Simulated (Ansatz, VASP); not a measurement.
## HgTe: VASP beside Ansatz

INCAR

```
PREC     = Accurate       # precision mode
ENCUT    = 520            # plane-wave cutoff, eV
EDIFF    = 1E-6           # SCF threshold, eV
ISMEAR   = 0              # smearing method
SIGMA    = 0.1            # smearing width, eV
LREAL    = F              # projectors in reciprocal space
LASPH    = T              # aspherical terms in the spheres
NELM     = 60             # most SCF steps
ALGO     = Normal         # electronic algorithm
ISIF     = 2              # what is computed and relaxed
LWAVE    = F              # write WAVECAR
LCHARG   = F              # write CHGCAR
GGA      = PE             # functional
NBANDS   = 16             # bands
```

KPOINTS

```
Automatic mesh
0
Gamma
  12 12 12
```

File POSCAR:

```
HgTe
1.0
    0.0000000000      3.2585028744      3.2585028744
    3.2585028744      0.0000000000      3.2585028744
    3.2585028744      3.2585028744      0.0000000000
Hg Te
1 1
Direct
    0.0000000000      0.0000000000      0.0000000000
    0.2500000000      0.2500000000      0.2500000000
```

Input for Ansatz:

```yaml
crystal:
  lattice:
    - [0.0, 3.2585028744, 3.2585028744]
    - [3.2585028744, 0.0, 3.2585028744]
    - [3.2585028744, 3.2585028744, 0.0]
  atoms:
    - { symbol: Hg, position: [0.0, 0.0, 0.0] }
    - { symbol: Te, position: [0.25, 0.25, 0.25] }
basis:
  ecutwfc: 420
kpoints:
  mp_grid: { grid: [12, 12, 12] }
hamiltonian:
  xc: pbe
scf:
  occupations: { method: gaussian, width: 0.1 }
output:
  forces: true
  stress: true
  eigenvalues: true
  write_density: true
  write_potential: true
  elf: true
  volumetric_format: npy
```

Alike in both runs: task single point; functional PBE; k mesh 12 × 12 × 12; occupations gaussian, width 0.1 eV; no spin polarisation.

|  | VASP | Ansatz |
| --- | --- | --- |
| version | VASP 6.6.1 | Ansatz 0.2.0 |
| potentials or method | VASP PAW PBE potentials, release 64 (Hg, Te), cutoff 520 eV | scalar-relativistic, plane waves, PAW |
| valence electrons in the cell | 18 | 36 |

```csv
,VASP,Ansatz,Ansatz less VASP
gap on the k mesh at the Fermi level (eV),none,none,-
pressure (GPa),2.5,2.4,-0.06
```

A gap of «none» marks a metal or a gap that the smearing closes. The functional is the same, so the differences come from potentials, cutoffs and numerics. VASP's potentials hold 18 valence electrons a cell and Ansatz's 36, so a difference there can come from the potentials and not from the codes.

Spin-orbit coupling is off throughout.
